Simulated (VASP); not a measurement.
Set up this calculation in VASP 6.6.1, as the native input.

| Quantity | Value |
| --- | --- |
| Task | single point |
| Functional | PBE |
| Potentials or basis | VASP PAW PBE potentials, release 64 (Sr_sv) |
| Cutoff | 520 eV |
| k mesh | 12 × 12 × 12 |
| Occupations | fermi-dirac, width 0.1 eV |
| Spin | no spin polarisation |
| Dipole correction | no |
| Further INCAR settings | ALGO = Normal; EDIFF = 1e-06; NBANDS = 17 |

The structure of Sr lies in POSCAR:

```
Sr
1.0
   -3.1505069573      3.1505069573      1.6932251815
    3.1505069573     -3.1505069573      1.6932251815
    3.1505069573      3.1505069573     -1.6932251815
Sr
2
Direct
   -0.3750000000     -0.1250000000     -0.2500000000
    0.3750000000      0.1250000000      0.2500000000
```

One way to write it, as run:

INCAR

```
SYSTEM = Sr
ALGO = Normal ; EDIFF = 1E-6
ENCUT = 520 ; GGA = PE
ISIF = 2 ; ISMEAR = -1
LASPH = .True. ; LCHARG = .False.
LREAL = .False. ; LWAVE = .False.
NBANDS = 17 ; NELM = 100
PREC = Accurate ; SIGMA = 0.1
```

KPOINTS

```
k-points
0
Gamma
  12 12 12
  0 0 0
```

Potentials or basis: VASP PAW PBE potentials, release 64 (Sr_sv).

Launch:

```bash
$ cat potpaw_PBE.64/Sr_sv/POTCAR > POTCAR
$ mpirun -np 1 vasp_std > vasp.out
```

Results of the run:

```
Pressure               : 10.0 GPa
Band gap on the k mesh : zero (bands 10 and 11 overlap by 0.33 eV)
```

Caveat: the cell stands under pressure.

It took 2.9 min on 1 thread of Intel(R) Xeon(R) Platinum 8375C CPU @ 2.90GHz (Ice Lake) (shared host), peak memory 0.31 GiB.
